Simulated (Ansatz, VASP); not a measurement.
## CuO: VASP beside Ansatz

```
Cu O
1.0
     2.36018   -1.72475    0.00000
     2.36018    1.72475    0.00000
    -0.86625    0.00000    5.09294
Cu O
2 2
Direct
  0.49680 0.00320 0.50000
  0.00320 0.49680 0.00000
  0.40560 0.57140 0.75370
  0.57140 0.40560 0.25370
```

Alike in both runs: task single point; functional RPBE; k mesh 10 × 10 × 5; occupations fermi-dirac, width 0.05 eV; no spin polarisation.

|  | VASP | Ansatz |
| --- | --- | --- |
| version | VASP 6.6.1 | Ansatz 0.2.0 |
| potentials or method | VASP PAW PBE potentials, release 64 (Cu, O) | Ansatz PAW |
| plane-wave cutoff (eV) | 520 | 420 |
| valence electrons in the cell | 34 | 50 |

Ansatz gave:

| Item | Value |
| --- | --- |
| gap on the k mesh at the Fermi level (eV) | none |
| pressure (GPa) | 7.6 |
| traceless stress, the component that is largest in VASP (GPa) | -1.68 |
| rms of the force components (eV/Å) | 0.415 |

**Question.** Estimate VASP's values.

**Answer.** gap on the k mesh at the Fermi level (eV): none; pressure (GPa): 8.3; traceless stress, the component that is largest in VASP (GPa): -1.76; rms of the force components (eV/Å): 0.424.

VASP's potentials were made for PBE, not for RPBE. Atom by atom the forces differ by 0.022 eV/Å (rms over components). A gap of «none» marks a metal or a gap that the smearing closes. The functional is the same, so the differences come from potentials, cutoffs and numerics. VASP's potentials hold 34 valence electrons a cell and Ansatz's 50, so a difference there can come from the potentials and not from the codes.
